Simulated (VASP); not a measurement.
# Cs3Y2I9 (P6_3/mmc) in VASP: electric field gradients with PBE

Aim: the electric field gradients of Cs3Y2I9 with PBE.

All numbers are computed with VASP 6.6.1; they aren't measurements. Logs are shortened: lines on timing, memory, paths and dates and some standing lists are left out, and cuts for length are marked.

### 1 The cell of the first run

Symmetry: P6_3/mmc, No. 194, hexagonal system. Conventional cell: a = 8.574 Å, b = 8.574 Å, c = 21.280 Å, α = 90.00°, β = 90.00°, γ = 120.00°. Within 5.6 Å of Cs (site symmetry -6m2) lie 12 I at 4.27 to 4.29 Å and 6 Y at 5.34 Å. Within 5.4 Å of Cs (site symmetry 3m) lie 12 I at 4.12 to 4.61 Å and 4 Y at 4.76 to 5.29 Å. Within 4.1 Å of Y (site symmetry 3m) lie 6 I at 2.96 to 3.17 Å and 1 Y at 4.02 Å. I (site symmetry mm2) has 2 Y at 3.17 Å and 8 I at 4.24 to 4.33 Å and 2 Cs at 4.29 Å within 4.4 Å. Within 3.9 Å of I (site symmetry m) lie 1 Y at 2.96 Å.

### 2 Electric field gradients, PBE (x and y stretched by +2 %)

Input file INCAR:

```
ALGO = Normal ; EDIFF = 1E-8
ENCUT = 400 ; GGA = PE
GGA_COMPAT = F ; ISIF = 2
ISMEAR = -1 ; KPAR = 4
LASPH = T ; LCHARG = F
LEFG = T ; LREAL = F
LWAVE = F ; NBANDS = 132
NELM = 120 ; PREC = Accurate
SIGMA = 0.02
```

Input file KPOINTS:

```
k-points
0
Gamma
  4 4 2
```

Input file POSCAR:

```
Cs3Y2I9
1.0
    8.5741200000      0.0000000000      0.0000000000
   -4.2870600000      7.4254057351      0.0000000000
    0.0000000000      0.0000000000     21.2800000000
Cs Y I
6 4 18
Direct
    0.0000000000      0.0000000000      0.2500000000
    0.0000000000      0.0000000000      0.7500000000
    0.3333333333      0.6666666667      0.0682904749
    0.6666666667      0.3333333333      0.5682904749
    0.3333333333      0.6666666667      0.4317095251
    0.6666666667      0.3333333333      0.9317095251
    0.6666666667      0.3333333333      0.1555121837
    0.3333333333      0.6666666667      0.6555121837
    0.6666666667      0.3333333333      0.3444878163
    0.3333333333      0.6666666667      0.8444878163
    0.5017320268      0.0034640537      0.2500000000
    0.4982679732      0.5017320268      0.7500000000
    0.9965359463      0.4982679732      0.2500000000
    0.4982679732      0.9965359463      0.7500000000
    0.5017320268      0.4982679732      0.2500000000
    0.0034640537      0.5017320268      0.7500000000
    0.8379378985      0.6758757971      0.0839685303
    0.1620621015      0.8379378985      0.5839685303
    0.3241242029      0.1620621015      0.0839685303
    0.1620621015      0.3241242029      0.5839685303
    0.8379378985      0.1620621015      0.0839685303
    0.6758757971      0.8379378985      0.5839685303
    0.3241242029      0.1620621015      0.4160314697
    0.1620621015      0.8379378985      0.9160314697
    0.8379378985      0.6758757971      0.4160314697
    0.6758757971      0.8379378985      0.9160314697
    0.8379378985      0.1620621015      0.4160314697
    0.1620621015      0.3241242029      0.9160314697
```

Potentials or basis: VASP PAW PBE potentials, release 64 (Cs_sv, Y_sv, I).

Started as:

```bash
> cat potpaw_PBE.64/Cs_sv/POTCAR potpaw_PBE.64/Y_sv/POTCAR potpaw_PBE.64/I/POTCAR > POTCAR
> mpirun -np 4 vasp_std > vasp.out
```

OUTCAR:

```text
EDIFF = 1E-8
   ENCUT = 400
   GGA = PE
   ISIF = 2
   ISMEAR = -1
   LASPH = T
   LREAL = F
   NELM = 120
   PREC = Accurate

 ion  position               nearest neighbor table
   1  0.000  0.000  0.250-
   2  0.000  0.000  0.750-
   3  0.333  0.667  0.068-
   4  0.667  0.333  0.568-
   5  0.333  0.667  0.432-
   6  0.667  0.333  0.932-
   7  0.667  0.333  0.156-  21 2.96  19 2.96  17 2.96  13 3.17  11 3.17  15 3.17   9 4.02
   8  0.333  0.667  0.656-  18 2.96  22 2.96  20 2.96  16 3.17  14 3.17  12 3.17  10 4.02
   9  0.667  0.333  0.344-  27 2.96  23 2.96  25 2.96  13 3.17  11 3.17  15 3.17   7 4.02
  10  0.333  0.667  0.844-  24 2.96  26 2.96  28 2.96  16 3.17  14 3.17  12 3.17   8 4.02
  11  0.502  0.003  0.250-   7 3.17   9 3.17
  12  0.498  0.502  0.750-   8 3.17  10 3.17
  13  0.997  0.498  0.250-   7 3.17   9 3.17
  14  0.498  0.997  0.750-   8 3.17  10 3.17
  15  0.502  0.498  0.250-   7 3.17   9 3.17
  16  0.003  0.502  0.750-   8 3.17  10 3.17
  17  0.838  0.676  0.084-   7 2.96
  18  0.162  0.838  0.584-   8 2.96
  19  0.324  0.162  0.084-   7 2.96
  20  0.162  0.324  0.584-   8 2.96
  21  0.838  0.162  0.084-   7 2.96
  22  0.676  0.838  0.584-   8 2.96
  23  0.324  0.162  0.416-   9 2.96
  24  0.162  0.838  0.916-  10 2.96
  25  0.838  0.676  0.416-   9 2.96
  26  0.676  0.838  0.916-  10 2.96
  27  0.838  0.162  0.416-   9 2.96
  28  0.162  0.324  0.916-  10 2.96

  LATTYP: Found a hexagonal cell.
 ALAT       =     8.5741200000
 C/A-ratio  =     2.4818873540

  Lattice vectors:

 A1 = (   8.5741200000,   0.0000000000,   0.0000000000)
 A2 = (  -4.2870600000,   7.4254057351,   0.0000000000)
 A3 = (   0.0000000000,   0.0000000000,  21.2800000000)

Analysis of symmetry for initial positions (statically):
=====================================================================
 Subroutine PRICEL returns:
 Original cell was already a primitive cell.

 Routine SETGRP: Setting up the symmetry group for a
 hexagonal supercell.

 Subroutine GETGRP returns: Found 24 space group operations
 (whereof 12 operations were pure point group operations)
 out of a pool of 24 trial point group operations.

The static configuration has the point symmetry D_3d.
 The point group associated with its full space group is D_6h.

Analysis of symmetry for dynamics (positions and initial velocities):
=====================================================================
 Subroutine PRICEL returns:
 Original cell was already a primitive cell.

 Routine SETGRP: Setting up the symmetry group for a
 hexagonal supercell.

 Subroutine GETGRP returns: Found 24 space group operations
 (whereof 12 operations were pure point group operations)
 out of a pool of 24 trial point group operations.

The dynamic configuration has the point symmetry D_3d.
 The point group associated with its full space group is D_6h.

 Subroutine INISYM returns: Found 24 space group operations
 (whereof 12 operations are pure point group operations),
 and found     1 'primitive' translations

----------------------------------------------------------------------------------------

                                     Primitive cell

  volume of cell :    1354.8193

  direct lattice vectors                    reciprocal lattice vectors
     8.574120000  0.000000000  0.000000000     0.116630045  0.067336388  0.000000000
    -4.287060000  7.425405735  0.000000000     0.000000000  0.134672776  0.000000000
     0.000000000  0.000000000 21.280000000     0.000000000  0.000000000  0.046992481

  length of vectors
     8.574120000  8.574120000 21.280000000     0.134672776  0.134672776  0.046992481

  position of ions in fractional coordinates (direct lattice)
     0.000000000  0.000000000  0.250000000
     0.000000000  0.000000000  0.750000000
[... 114 lines left out ...]
   EDIFFG = 0.1E-06   stopping-criterion for IOM
   NSW    =      0    number of steps for IOM
   IBRION =     -1    ionic relax: 0-MD 1-quasi-New 2-CG
   NFREE  =      0    steps in history (QN), initial steepest desc. (CG)
   ISIF   =      2    stress and relaxation
   ISYM   =      2    0-nonsym 1-usesym 2-fastsym
   POTIM  = 0.5000    time-step for ionic-motion
   TEBEG  =    0.0;   TEEND  =   0.0 temperature during run
   PSTRESS=    0.0 pullay stress
   NELECT =     224.0000    total number of electrons
   NUPDOWN=      -1.0000    fix difference up-down
   EMIN   =  10.00;   EMAX   =-10.00  energy-range for DOS
   EFERMI =   0.00;   METHOD = LEGACY
   ISMEAR =    -1;   SIGMA  =   0.02  broadening in eV -4-tet -1-fermi 0-gaus
   EFERMI_NEDOS =   21; number of points for ismear=-14 and -15
   IALGO  =     38    algorithm
   IMIX   =      4    mixing-type and parameters
     AMIX     =   0.40;   BMIX     =  1.00
     AMIX_MAG =   1.60;   BMIX_MAG =  1.00
  volume/ion in A,a.u.               =      48.39       326.53
  Fermi-wavevector in a.u.,A,eV,Ry     =   0.898525  1.697967 10.984636  0.807348
  Thomas-Fermi vector in A             =   2.021246
   LORBIT       =      0    0 simple, 1 ext, 2 COOP (PROOUT), +10 PAW based schemes
   GGA     = PE    functional components
   LHFCALC =     F    Hartree Fock is set to
   AEXX    =    0.0000 exact exchange contribution
   IVDW    =     0    specifies the selected vdW correction
   LEPSILON=     F    determine dielectric tensor
   LRPA    =     F    only Hartree local field effects (RPA)
 non-spin polarized calculation
  energy-cutoff  :      400.00
  volume of cell :     1354.82
 maximum number of plane-waves:     24660
 NGX is ok and might be reduce to    56
   NGX = 27   NGY = 27   NGZ = 69

 number of electron     223.9999999 magnetization

 Free energy of the ion-electron system (eV)
  ---------------------------------------------------
  ext. energy  EPLUGINS =         0.00000000
  ---------------------------------------------------
  free energy    TOTEN  =      -100.74152496 eV

  energy without entropy =     -100.74152496  energy(sigma->0) =     -100.74152496

 E-fermi :   1.3325     XC(G=0):  -7.4865

 val. band max:        0.8802422358   @ k =   0.0000   0.0000   0.0000
 cond. band min:       3.3675051954   @ k =   0.0000   0.0000   0.0000
 fundamental gap:      2.4872629595
 Fermi energy:         1.3325017543

 k-point     1 :       0.0000    0.0000    0.0000
  band No.  band energies     occupation
      1     -41.3646      2.00000
      2     -41.3646      2.00000
      3     -41.3621      2.00000
      4     -41.3621      2.00000
      5     -21.3793      2.00000
      6     -21.3793      2.00000
[... 1005 lines left out ...]
    123       4.7298      0.00000
    124       4.7298      0.00000
 [bands above 124 left out]

------------------------ aborting loop because EDIFF is reached ----------------------------------------

  FORCE on cell =-STRESS in cart. coord.  units (eV):
  Direction    XX          YY          ZZ          XY          YZ          ZX
  --------------------------------------------------------------------------------------
  -------------------------------------------------------------------------------------
  Total       -1.8171017     -1.8171017      1.7343909      0.0000000      0.0000000      0.0000000
  in kB       -2.1488616     -2.1488616      2.0510498      0.0000000      0.0000000      0.0000000
  external PRESSURE =      -0.7488912 kB  Pullay stress =       0.0000000 kB

 VOLUME and BASIS-vectors are now :
 -----------------------------------------------------------------------------
  energy-cutoff  :      400.00
  volume of cell :     1354.82
      direct lattice vectors                 reciprocal lattice vectors
     8.574120000  0.000000000  0.000000000     0.116630045  0.067336388  0.000000000
    -4.287060000  7.425405735  0.000000000     0.000000000  0.134672776  0.000000000
     0.000000000  0.000000000 21.280000000     0.000000000  0.000000000  0.046992481

 POSITION                                       TOTAL-FORCE (eV/Angst)
 -----------------------------------------------------------------------------------
      0.00000      0.00000      5.32000        -0.000000     -0.000000      0.000000
      0.00000      0.00000     15.96000        -0.000000     -0.000000      0.000000
     -0.00000      4.95027      1.45322        -0.000000     -0.000000     -0.007103
      4.28706      2.47514     12.09322        -0.000000     -0.000000     -0.007103
     -0.00000      4.95027      9.18678        -0.000000     -0.000000      0.007103
      4.28706      2.47514     19.82678        -0.000000     -0.000000      0.007103
[... 20 lines left out ...]
      6.48981      1.20338      8.85315        -0.179611      0.103699     -0.109013
      0.00000      2.40675     19.49315         0.000000      0.207397     -0.109013
 -----------------------------------------------------------------------------------
    total drift:                                0.000000     -0.000000      0.000001

  FREE ENERGIE OF THE ION-ELECTRON SYSTEM (eV)
  ---------------------------------------------------
  free  energy   TOTEN  =      -100.7415249635 eV

  energy  without entropy=     -100.7415249635  energy(sigma->0) =     -100.74152496

 Electric field gradients (V/A^2)
---------------------------------------------------------------------
 ion       V_xx      V_yy      V_zz      V_xy      V_xz      V_yz
---------------------------------------------------------------------
   1       7.123     7.125   -14.248     0.001     0.000    -0.000
   2       7.123     7.125   -14.248     0.001    -0.000     0.000
   3      -7.114    -7.113    14.227     0.000     0.000    -0.000
   4      -7.114    -7.113    14.227     0.000    -0.000     0.000
   5      -7.114    -7.113    14.227     0.000    -0.000     0.000
   6      -7.114    -7.113    14.227     0.000     0.000    -0.000
[... 20 lines left out ...]
  27      31.521   -25.169    -6.352   -49.096    54.134   -31.254
  28     -53.514    59.866    -6.352    -0.000    -0.000   -62.509
---------------------------------------------------------------------

 Electric field gradients after diagonalization (V/A^2)
 (convention: |V_zz| > |V_xx| > |V_yy|)
----------------------------------------------------------------------
 ion       V_xx      V_yy      V_zz     asymmetry (V_yy - V_xx)/ V_zz
----------------------------------------------------------------------
   1       7.125     7.123   -14.248       0.000
   2       7.125     7.123   -14.248       0.000
   3      -7.114    -7.113    14.227       0.000
   4      -7.114    -7.113    14.227       0.000
   5      -7.114    -7.113    14.227       0.000
   6      -7.114    -7.113    14.227       0.000
[... 20 lines left out ...]
  27     -53.515   -43.979    97.493       0.098
  28     -53.514   -43.979    97.493       0.098
----------------------------------------------------------------------

           NMR quadrupolar parameters

 Cq : quadrupolar parameter    Cq=e*Q*V_zz/h
 eta: asymmetry parameters     (V_yy - V_xx)/ V_zz
 Q  : nuclear electric quadrupole moment in mb (millibarn)
----------------------------------------------------------------------
 ion       Cq(MHz)       eta       Q (mb)
----------------------------------------------------------------------
   1      -0.034       0.000       1.000
   2      -0.034       0.000       1.000
   3       0.034       0.000       1.000
   4       0.034       0.000       1.000
   5       0.034       0.000       1.000
   6       0.034       0.000       1.000
[... 20 lines left out ...]
  27       0.236       0.098       1.000
  28       0.236       0.098       1.000
----------------------------------------------------------------------
```

It took 11 min on 4 MPI ranks of AMD EPYC 7R43 (Zen 3), shared host; peak memory 1.3 GiB.

What came out:

```
Free energy                             : -100.7415 eV
Pressure                                : -0.1 GPa
Largest force                           : 0.234 eV/Å
Band gap on the k mesh                  : 2.49 eV
Largest electric field gradient by atom : Cs -14.2, +14.2 (each value once); Y +9.7; I -157.0, +97.5 (each value once) V/Å²
```

Forces in eV/Å, atoms in the order of the input:
```
Cs   0.000  0.000  0.000
Cs   0.000  0.000  0.000
Cs   0.000  0.000 -0.007
Cs   0.000  0.000 -0.007
Cs   0.000  0.000  0.007
Cs   0.000  0.000  0.007
Y    0.000  0.000 -0.155
Y    0.000  0.000 -0.155
Y    0.000  0.000  0.155
Y    0.000  0.000  0.155
I    0.000  0.216  0.000
I   -0.187  0.108  0.000
I   -0.187 -0.108  0.000
I    0.000 -0.216  0.000
I    0.187 -0.108  0.000
I    0.187  0.108  0.000
I    0.000 -0.207  0.109
I    0.180 -0.104  0.109
I    0.180  0.104  0.109
I    0.000  0.207  0.109
I   -0.180  0.104  0.109
I   -0.180 -0.104  0.109
I    0.180  0.104 -0.109
I    0.180 -0.104 -0.109
I    0.000 -0.207 -0.109
I   -0.180 -0.104 -0.109
I   -0.180  0.104 -0.109
I    0.000  0.207 -0.109
```

Levels at points of the mesh, in eV from the valence-band top:
```csv
k point,band 110,band 111,band 112,band 113,band 114,band 115
"(0.00, 0.00, 0.00)",-0.08,-0.08,0.00,2.49,2.62,3.10
"(0.50, 0.00, 0.00)",-0.31,-0.11,-0.08,2.80,2.81,3.22
"(0.00, 0.00, 0.50)",-0.11,-0.04,-0.04,2.55,2.55,3.13
"(0.50, 0.00, 0.50)",-0.33,-0.10,-0.10,2.81,2.81,3.25
```

Electric field gradients, principal values (V/Å²):
```csv
atom,least,middle,greatest (by size)
1 Cs,7.123,7.125,-14.248
2 Cs,7.123,7.125,-14.248
3 Cs,-7.113,-7.114,14.227
4 Cs,-7.113,-7.114,14.227
5 Cs,-7.113,-7.114,14.227
6 Cs,-7.113,-7.114,14.227
7 Y,-4.870,-4.871,9.741
8 Y,-4.870,-4.871,9.741
9 Y,-4.870,-4.871,9.741
10 Y,-4.870,-4.871,9.741
11 I,14.200,142.839,-157.039
12 I,14.200,142.839,-157.039
13 I,14.200,142.839,-157.039
14 I,14.200,142.839,-157.039
15 I,14.200,142.839,-157.039
16 I,14.200,142.839,-157.039
17 I,-43.979,-53.514,97.493
18 I,-43.979,-53.515,97.493
19 I,-43.979,-53.514,97.493
20 I,-43.979,-53.514,97.493
21 I,-43.979,-53.515,97.493
22 I,-43.979,-53.514,97.493
23 I,-43.979,-53.514,97.493
24 I,-43.979,-53.515,97.493
25 I,-43.979,-53.514,97.493
26 I,-43.979,-53.514,97.493
27 I,-43.979,-53.515,97.493
28 I,-43.979,-53.514,97.493
```

Caveat: the cell differs from its parent crystal (x and y stretched by +2 %); without QUAD_EFG the Cq values of the log hold for a quadrupole moment of 1 mb, not for the nuclei; spin-orbit coupling is left out, which moves the levels of the heavy elements.
